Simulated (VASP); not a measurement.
# Al2Cu (P1) in VASP: single point with PBE

Aim: the single point of Al2Cu with PBE.

Everything below comes from runs of VASP 6.6.1. Logs are shortened: lines on timing, memory, paths and dates and some standing lists are left out, and cuts for length are marked.

## Step 1: The cell of the first run

The typed cell holds 9 atoms: a = 4.089 Å, b = 4.089 Å, c = 10.109 Å, α = 82.25°, β = 93.86°, γ = 120.00°.

## Step 2: Single point, PBE

The input, INCAR:

```
PREC = Accurate
ENCUT = 520
EDIFF = 1E-6
ISMEAR = 0
SIGMA = 0.15
LREAL = False
LASPH = True
NELM = 100
ALGO = Fast
ISIF = 2
LWAVE = False
LCHARG = False
GGA = PE
NBANDS = 36
```

The input, KPOINTS:

```
regular mesh
0
Gamma
  11 11 4
```

The input, POSCAR:

```
Al2Cu
1.0
   -2.0446004811      2.0446004811     -2.8914013871
   -2.0446004811     -2.0446004811      2.8914013871
   -0.6815334937      7.4968684309      6.7466032367
Al Cu
6 3
Direct
    0.0000000000     -0.0416666667      0.1250000000
    0.3333333333      0.5138888889      0.4583333333
    0.6666666667      0.0694444444      0.7916666667
    0.3333333333      0.3472222222      0.9583333333
    0.6666666667      0.2361111111      0.2916666667
    0.0000000000     -0.2083333333      0.6250000000
    0.6666666667      0.3194444444      0.0416666667
    0.0000000000     -0.1250000000      0.3750000000
    0.3333333333      0.4305555556      0.7083333333
```

Potentials or basis: VASP PAW PBE potentials, release 64 (Al, Cu).

Command:

```bash
$ cat potpaw_PBE.64/Al/POTCAR potpaw_PBE.64/Cu/POTCAR > POTCAR
$ mpirun -np 1 vasp_std > vasp.out
```

OUTCAR:

```text
PREC = Accurate
   ENCUT = 520
   EDIFF = 1E-6
   ISMEAR = 0
   LREAL = False
   LASPH = True
   NELM = 100
   ISIF = 2
   GGA = PE

 ion  position               nearest neighbor table
   1  0.000  0.958  0.125-   4 2.16   7 2.50   7 2.50   7 2.50   8 2.50   5 2.89   5 2.89   5 2.89
                             4 3.20
   2  0.333  0.514  0.458-   8 2.50   8 2.50   8 2.50   9 2.50   5 2.89   6 2.89   5 2.89   5 2.89
                             6 2.89   6 2.89
   3  0.667  0.069  0.792-   9 2.50   9 2.50   9 2.50   7 2.85   4 2.89   6 2.89   4 2.89   4 2.89
                             6 2.89   6 2.89
   4  0.333  0.347  0.958-   7 1.60   1 2.16   9 2.50   7 2.85   3 2.89   3 2.89   3 2.89   1 3.20

   5  0.667  0.236  0.292-   8 2.50   8 2.50   8 2.50   7 2.50   2 2.89   1 2.89   2 2.89   2 2.89
                             1 2.89   1 2.89
   6  0.000  0.792  0.625-   9 2.50   9 2.50   9 2.50   8 2.50   3 2.89   2 2.89   2 2.89   2 2.89
                             3 2.89   3 2.89
   7  0.667  0.319  0.042-   4 1.60   1 2.50   1 2.50   1 2.50   5 2.50   4 2.85   3 2.85
   8  0.000  0.875  0.375-   2 2.50   5 2.50   2 2.50   5 2.50   5 2.50   2 2.50   1 2.50   6 2.50

   9  0.333  0.431  0.708-   6 2.50   6 2.50   3 2.50   6 2.50   3 2.50   2 2.50   4 2.50   3 2.50

  LATTYP: Found a base centered monoclinic cell.
 ALAT       =    22.1890866276
 B/A-ratio  =     0.3191957823
 C/A-ratio  =     0.4678317495
 COS(beta)  =    -0.9840637091

  Lattice vectors:

 A1 = (  -5.4522679496,  -9.5414689120,  -3.8552018496)
 A2 = (   0.6815334937, -11.5860693931,  -0.9638004625)
 A3 = (   1.3630669874,   9.5414689120,   3.8552018496)

Analysis of symmetry for initial positions (statically):
=====================================================================
 Subroutine PRICEL returns:
 Original cell was already a primitive cell.

 Routine SETGRP: Setting up the symmetry group for a
 base centered monoclinic supercell.

 Subroutine GETGRP returns: Found  1 space group operations
 (whereof  1 operations were pure point group operations)
 out of a pool of  4 trial point group operations.

The static configuration has the point symmetry C_1 .

Analysis of symmetry for dynamics (positions and initial velocities):
=====================================================================
 Subroutine PRICEL returns:
 Original cell was already a primitive cell.

 Routine SETGRP: Setting up the symmetry group for a
 base centered monoclinic supercell.

 Subroutine GETGRP returns: Found  1 space group operations
 (whereof  1 operations were pure point group operations)
 out of a pool of  4 trial point group operations.

The dynamic configuration has the point symmetry C_1 .

 Subroutine INISYM returns: Found  1 space group operations
 (whereof  1 operations are pure point group operations),
 and found     1 'primitive' translations

----------------------------------------------------------------------------------------

                                     Primitive cell

  volume of cell :     145.0463

  direct lattice vectors                    reciprocal lattice vectors
    -2.044600481  2.044600481 -2.891401387    -0.244546553  0.081515518 -0.115284351
    -2.044600481 -2.044600481  2.891401387    -0.244546553 -0.108687357  0.096070293
    -0.681533494  7.496868431  6.746603237     0.000000000  0.081515518  0.057642176

  length of vectors
     4.089130010  4.089130010 10.108619065     0.282379670  0.284333359  0.099836867

  position of ions in fractional coordinates (direct lattice)
     0.000000000  0.958333333  0.125000000
     0.333333333  0.513888889  0.458333333
     0.666666667  0.069444444  0.791666667
     0.333333333  0.347222222  0.958333333
     0.666666667  0.236111111  0.291666667
     1.000000000  0.791666667  0.625000000
     0.666666667  0.319444444  0.041666667
     0.000000000  0.875000000  0.375000000
     0.333333333  0.430555556  0.708333333

  ion indices of the primitive-cell ions
   primitive index   ion index
                 1           1
                 2           2
                 3           3
                 4           4
                 5           5
                 6           6
                 7           7
                 8           8
                 9           9

----------------------------------------------------------------------------------------

 KPOINTS: regular mesh

Automatic generation of k-mesh.
 Grid dimensions read from file:
 generate k-points for:   11   11    4

 Generating k-lattice:

  Cartesian coordinates                     Fractional coordinates (reciprocal lattice)
    -0.022231505  0.007410502 -0.010480396     0.090909091  0.000000000 -0.000000000
    -0.022231505 -0.009880669  0.008733663     0.000000000  0.090909091  0.000000000
     0.000000000  0.020378879  0.014410544     0.000000000 -0.000000000  0.250000000

  Length of vectors
     0.025670879  0.025848487  0.024959217

  Shift w.r.t. Gamma in fractional coordinates (k-lattice)
     0.000000000  0.000000000  0.000000000

 -----------------------------------------------------------------------------
|                                                                             |
|           W    W    AA    RRRRR   N    N  II  N    N   GGGG   !!!           |
|           W    W   A  A   R    R  NN   N  II  NN   N  G    G  !!!           |
|           W    W  A    A  R    R  N N  N  II  N N  N  G       !!!           |
|           W WW W  AAAAAA  RRRRR   N  N N  II  N  N N  G  GGG   !            |
|           WW  WW  A    A  R   R   N   NN  II  N   NN  G    G                |
|           W    W  A    A  R    R  N    N  II  N    N   GGGG   !!!           |
|                                                                             |
|     Your reciprocal lattice and k-lattice belong to different lattice       |
|     classes:                                                                |
|                                                                             |
|        The reciprocal lattice is triclinic,                                 |
|        whereas your k-lattice is base-centered monoclinic.                  |
|                                                                             |
|     Results are often still useful ...                                      |
|                                                                             |
 -----------------------------------------------------------------------------

 Subroutine IBZKPT returns following result:
 ===========================================

 Found    243 irreducible k-points:

 Following reciprocal coordinates:
            Coordinates               Weight
  0.000000  0.000000  0.000000      1.000000
  0.090909  0.000000 -0.000000      2.000000
  0.181818 -0.000000 -0.000000      2.000000
  0.272727  0.000000 -0.000000      2.000000
  0.363636  0.000000 -0.000000      2.000000
  0.454545  0.000000 -0.000000      2.000000
[... 16 lines left out ...]
  0.454545  0.181818  0.000000      2.000000
 -0.454545  0.181818  0.000000      2.000000
 [... further k-points ...]
   k-points           NKPTS =    243   k-points in BZ     NKDIM =    243   number of bands    NBANDS=     36
   number of dos      NEDOS =    301   number of ions     NIONS =      9
   total plane-waves  NPLWV =  72000
   dimension x,y,z NGX =    30 NGY =   30 NGZ =   80
   dimension x,y,z NGXF=    60 NGYF=   60 NGZF=  160
   ions per type =               6   3
   NGX,Y,Z   is equivalent  to a cutoff of  12.20, 12.20, 13.16 a.u.
   NGXF,Y,Z  is equivalent  to a cutoff of  24.39, 24.39, 26.31 a.u.
 SYSTEM =  unknown system
   PREC   = accura    normal or accurate (medium, high low for compatibility)
   ISTART =      0    job   : 0-new  1-cont  2-samecut
   ICHARG =      2    charge: 1-file 2-atom 10-const
   ISPIN  =      1    spin polarized calculation?
   LNONCOLLINEAR =      F non collinear calculations
   LSORBIT =      F    spin-orbit coupling
   LASPH  =      T    aspherical Exc in radial PAW
   ENCUT  =  520.0 eV  38.22 Ry    6.18 a.u.   7.60  7.60 18.80*2*pi/ulx,y,z
   NELM   =    100;   NELMIN=  2; NELMDL= -5     # of ELM steps
   EDIFF  = 0.1E-05   stopping-criterion for ELM
   LREAL  =      F    real-space projection
   EDIFFG = 0.1E-04   stopping-criterion for IOM
   NSW    =      0    number of steps for IOM
   IBRION =     -1    ionic relax: 0-MD 1-quasi-New 2-CG
   NFREE  =      0    steps in history (QN), initial steepest desc. (CG)
   ISIF   =      2    stress and relaxation
   ISYM   =      2    0-nonsym 1-usesym 2-fastsym
   POTIM  = 0.5000    time-step for ionic-motion
   TEBEG  =    0.0;   TEEND  =   0.0 temperature during run
   PSTRESS=    0.0 pullay stress
   NELECT =      51.0000    total number of electrons
   NUPDOWN=      -1.0000    fix difference up-down
   EMIN   =  10.00;   EMAX   =-10.00  energy-range for DOS
   EFERMI =   0.00;   METHOD = LEGACY
   ISMEAR =     0;   SIGMA  =   0.15  broadening in eV -4-tet -1-fermi 0-gaus
   EFERMI_NEDOS =   21; number of points for ismear=-14 and -15
   IALGO  =     68    algorithm
   IMIX   =      4    mixing-type and parameters
     AMIX     =   0.40;   BMIX     =  1.00
     AMIX_MAG =   1.60;   BMIX_MAG =  1.00
  volume/ion in A,a.u.               =      16.12       108.76
  Fermi-wavevector in a.u.,A,eV,Ry     =   1.155481  2.183542 18.165624  1.335136
  Thomas-Fermi vector in A             =   2.292109
   LORBIT       =      0    0 simple, 1 ext, 2 COOP (PROOUT), +10 PAW based schemes
   GGA     = PE    functional components
   LHFCALC =     F    Hartree Fock is set to
   AEXX    =    0.0000 exact exchange contribution
   IVDW    =     0    specifies the selected vdW correction
   LEPSILON=     F    determine dielectric tensor
   LRPA    =     F    only Hartree local field effects (RPA)
 non-spin polarized calculation
 RMM-DIIS sequential band-by-band and
 Gauss-broadening in eV      SIGMA  =   0.15
  energy-cutoff  :      520.00
  volume of cell :      145.05
 maximum number of plane-waves:      3936
   NGX = 15   NGY = 15   NGZ = 37

 number of electron      50.9999992 magnetization

 Free energy of the ion-electron system (eV)
  ---------------------------------------------------
  ext. energy  EPLUGINS =         0.00000000
  ---------------------------------------------------
  free energy    TOTEN  =       -28.26373187 eV

  energy without entropy =      -28.23417385  energy(sigma->0) =      -28.24895286

 E-fermi :   6.9013     XC(G=0): -10.3555

 val. band max:        6.8994172918   @ k =   0.0909   0.3636  -0.0000
 cond. band min:       6.9025030381   @ k =  -0.2727   0.2727   0.0000
 fundamental gap:      0.0030857464
 Fermi energy:         6.9013477174

 k-point     1 :       0.0000    0.0000    0.0000
  band No.  band energies     occupation
      1      -3.2772      2.00000
      2      -1.9033      2.00000
      3      -1.8050      2.00000
      4       0.9348      2.00000
      5       1.2353      2.00000
      6       1.3629      2.00000
[... 28 lines left out ...]
     35      10.9372      0.00000
     36      11.3517      0.00000

 k-point     2 :       0.0909    0.0000   -0.0000
  band No.  band energies     occupation
      1      -3.1807      2.00000
      2      -1.8104      2.00000
      3      -1.7100      2.00000
      4       0.9491      2.00000
      5       1.2266      2.00000
      6       1.3516      2.00000
[... 28 lines left out ...]
     35      11.2919      0.00000
     36      11.6063      0.00000

 k-point     3 :       0.1818   -0.0000   -0.0000
  band No.  band energies     occupation
      1      -2.8928      2.00000
      2      -1.5345      2.00000
      3      -1.4275      2.00000
      4       0.9743      2.00000
      5       1.2093      2.00000
      6       1.3262      2.00000
[... 28 lines left out ...]
     35      11.6852      0.00000
     36      12.0279      0.00000
[... 742 lines left out ...]
 k-point    23 :       0.4545    0.1818    0.0000
  band No.  band energies     occupation
      1      -0.7249      2.00000
      2      -0.0167      2.00000
      3       0.2713      2.00000
      4       0.7795      2.00000
      5       1.1361      2.00000
      6       1.2013      2.00000
[... 28 lines left out ...]
     35      13.0949      0.00000
     36      13.2973      0.00000

 k-point    24 :      -0.4545    0.1818    0.0000
  band No.  band energies     occupation
      1      -1.4908      2.00000
      2      -0.3742      2.00000
      3       0.0125      2.00000
      4       0.7706      2.00000
      5       1.1928      2.00000
      6       1.2756      2.00000
[... 28 lines left out ...]
     35      12.2893      0.00000
     36      12.8740      0.00000

 [... further k-points ...]
[... 5 lines left out ...]
  --------------------------------------------------------------------------------------
  -------------------------------------------------------------------------------------
  Total        9.2894059     29.1679608      3.5861355     -7.4816446     -6.6578492      7.2018562
  in kB      102.6105403    322.1885494     39.6123615    -82.6420556    -73.5424316     79.5515191
  external PRESSURE =     154.8038171 kB  Pullay stress =       0.0000000 kB

 VOLUME and BASIS-vectors are now :
 -----------------------------------------------------------------------------
  energy-cutoff  :      520.00
  volume of cell :      145.05
      direct lattice vectors                 reciprocal lattice vectors
    -2.044600481  2.044600481 -2.891401387    -0.244546553  0.081515518 -0.115284351
    -2.044600481 -2.044600481  2.891401387    -0.244546553 -0.108687357  0.096070293
    -0.681533494  7.496868431  6.746603237     0.000000000  0.081515518  0.057642176

 POSITION                                       TOTAL-FORCE (eV/Angst)
 -----------------------------------------------------------------------------------
     -2.04460     -1.02230      3.61425         2.917499      3.104745      1.898853
     -2.04460      3.06690      3.61425         0.024576      0.030189      0.019379
     -2.04460      7.15610      3.61425        -0.188686      0.085296      0.259165
     -2.04460      7.15610      6.50565         5.838000    -20.462949      4.416302
     -2.04460      3.06690      0.72285        -0.049826      0.170122      0.014806
     -2.04460      3.06690      6.50565        -0.008660     -0.016946     -0.005593
     -2.04460      1.02230     -0.72285        -8.508059     17.097692     -6.727694
     -2.04460      1.02230      5.05995        -0.057960     -0.065148     -0.066044
     -2.04460      5.11150      5.05995         0.033116      0.056999      0.190826
 -----------------------------------------------------------------------------------
    total drift:                               -0.000719      0.001079     -0.000636

  FREE ENERGIE OF THE ION-ELECTRON SYSTEM (eV)
  ---------------------------------------------------
  free  energy   TOTEN  =       -28.2637318669 eV

  energy  without entropy=      -28.2341738472  energy(sigma->0) =      -28.24895286
```

It took 26 min on 1 thread of Oxide Virtual Turin-like, shared host; peak memory 0.93 GiB.

Results:

```
Free energy            : -28.2637 eV
Pressure               : 15.5 GPa
Largest force          : 21.733 eV/Å
Band gap on the k mesh : zero (an odd number of electrons rules out a gap without spin polarisation)
```

Forces on the atoms (eV/Å):
```
Al    2.917   3.105   1.899
Al    0.025   0.030   0.019
Al   -0.189   0.085   0.259
Al    5.838 -20.463   4.416
Al   -0.050   0.170   0.015
Al   -0.009  -0.017  -0.006
Cu   -8.508  17.098  -6.728
Cu   -0.058  -0.065  -0.066
Cu    0.033   0.057   0.191
```

Levels at points of the mesh, in eV from the Fermi level:
```tsv
k point	band 24	band 25	band 26	band 27	band 28	band 29
(0.00, 0.00, 0.00)	1.58	1.68	2.03	2.66	2.81	2.92
(0.00, 0.00, 0.50)	0.88	1.45	1.63	2.47	2.69	2.98
```

Caveat: atoms lie so close that the PAW spheres overlap strongly, which falsifies energies and pressures; the cell stands under pressure; forces of over 1 eV/Å act on the atoms, so gaps and moduli don't describe the material at rest.
